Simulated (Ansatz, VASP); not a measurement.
# Two plane-wave programs on HgTe

```xyz
2
Lattice="0.0000 3.2599 3.2599 3.2599 0.0000 3.2599 3.2599 3.2599 0.0000" Properties=species:S:1:pos:R:3 pbc="T T T"
Hg    0.0000    0.0000    0.0000
Te    1.6300    1.6300    1.6300
```

Alike in both runs: task single point; functional PBE; k mesh 6 × 6 × 6; occupations gaussian, width 0.05 eV; no spin polarisation.

|  | VASP | Ansatz |
| --- | --- | --- |
| version | VASP 6.6.1 | Ansatz 0.2.0 |
| potentials or method | VASP PAW PBE potentials, release 64 (Hg, Te), cutoff 520 eV | scalar-relativistic, plane waves, PAW |
| valence electrons in the cell | 18 | 36 |

VASP gave:

| Property | Result |
| --- | --- |
| gap on the k mesh at the Fermi level (eV) | none |
| pressure (GPa) | 2.5 |

Q: Which values does Ansatz return?

A: gap on the k mesh at the Fermi level (eV): none; pressure (GPa): 2.4.

A gap of «none» marks a metal or a gap that the smearing closes. VASP's potentials hold 18 valence electrons a cell and Ansatz's 36, so a difference there can come from the potentials and not from the codes.

Neither program's run includes spin-orbit coupling.
